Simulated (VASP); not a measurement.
A run of VASP 6.6.1:

POSCAR

```
Ca
1.0
    3.9377488677      0.0000000000      0.0000000000
    0.0000000000      3.9377488677      0.0000000000
    0.0000000000      0.0000000000     23.3532267810
Ca
4
Direct
    0.5000000000      0.5000000000      0.3211547625
    0.0000000000      0.0000000000      0.4403849208
    0.5000000000      0.5000000000      0.5596150792
    0.0000000000      0.0000000000      0.6788452375
```

INCAR.step1

```
SYSTEM = Ca
ALGO = Normal
DIPOL = 0.5 0.5 0.500
EDIFF = 1E-4
ENCUT = 520
GGA = PE
IDIPOL = 3
ISMEAR = 0
LASPH = .TRUE.
LCHARG = .FALSE.
LDIPOL = .TRUE.
LREAL = .FALSE.
LWAVE = .TRUE.
NBANDS = 28
NELM = 80
PREC = Accurate
SIGMA = 0.1
```

INCAR.step2

```
SYSTEM = Ca
ALGO = Normal
DIPOL = 0.5 0.5 0.500
EDIFF = 1E-6
ENCUT = 520
IDIPOL = 3
ISIF = 2
ISMEAR = 0
ISTART = 1
LASPH = .TRUE.
LCHARG = .FALSE.
LDIPOL = .TRUE.
LMIXTAU = .TRUE.
LREAL = .FALSE.
LWAVE = .FALSE.
METAGGA = R2SCAN
NBANDS = 28
NELM = 80
PREC = Accurate
SIGMA = 0.1
```

KPOINTS

```
k-points
0
G
  9 9 1
  0 0 0
```

Potentials or basis: VASP PAW PBE potentials, release 64 (Ca_sv).

Launch:

```console
$ cat potpaw_PBE.64/Ca_sv/POTCAR > POTCAR
$ cp INCAR.step1 INCAR
$ mpirun -np 1 vasp_std > vasp.out
$ cp INCAR.step2 INCAR
$ mpirun -np 1 vasp_std > vasp.out
```

Hardware: 1 thread of Intel(R) Xeon(R) 6975P-C (Granite Rapids), on a shared host.

Q: How long does it take, and how much memory?

A: Run time: 11 min on 1 thread of Intel(R) Xeon(R) 6975P-C (Granite Rapids), on a shared host, peak memory 0.48 GiB. Counts: k points 15.
